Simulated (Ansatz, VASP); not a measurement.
## Ca: VASP beside Ansatz

INCAR

```
SYSTEM = Ca
ALGO = Fast ; EDIFF = 1E-6
ENCUT = 520 ; ISIF = 2
ISMEAR = -1 ; LASPH = .TRUE.
LCHARG = .FALSE. ; LREAL = .FALSE.
LWAVE = .FALSE. ; NBANDS = 11
NELM = 60 ; PREC = Accurate
SIGMA = 0.05
```

File KPOINTS:

```
k-points
0
G
  8 8 8
  0 0 0
```

POSCAR

```
Ca
1.0
    0.0000000000      2.8127051751      2.8127051751
    2.8127051751      0.0000000000      2.8127051751
    2.8127051751      2.8127051751      0.0000000000
Ca
1
Direct
    0.0000000000      0.0000000000      0.0000000000
```

Contents of input.yaml:

```yaml
crystal:
  lattice:
    - [0.0, 2.8127051751, 2.8127051751]
    - [2.8127051751, 0.0, 2.8127051751]
    - [2.8127051751, 2.8127051751, 0.0]
  atoms:
    - { symbol: Ca, position: [0.0, 0.0, 0.0] }
hamiltonian:
  xc: lda
  pseudopotentials: { kind: paw }
kpoints:
  mp_grid: { grid: [8, 8, 8] }
scf:
  occupations: { method: fermi_dirac, width: 0.05 }
output:
  forces: true
  stress: true
  eigenvalues: true
  write_density: true
  write_potential: true
  elf: true
  volumetric_format: npy
```

Alike in both runs: task single point; functional LDA; k mesh 8 × 8 × 8; occupations fermi-dirac, width 0.05 eV; no spin polarisation.

|  | VASP | Ansatz |
| --- | --- | --- |
| version | VASP 6.6.1 | Ansatz 0.2.0 |
| potentials or method | VASP PAW LDA potentials, release 64 (Ca_sv) | Ansatz PAW |
| plane-wave cutoff (eV) | 520 | 420 |
| valence electrons in the cell | 10 | 10 |

|  | VASP | Ansatz | Ansatz less VASP |
| --- | --- | --- | --- |
| gap on the k mesh at the Fermi level (eV) | none | none | - |
| pressure (GPa) | -2.4 | -2.4 | -0.01 |

LDA's correlation is that of Perdew and Zunger in VASP and of Perdew and Wang (1992) in Ansatz. A gap of «none» marks a metal or a gap that the smearing closes.
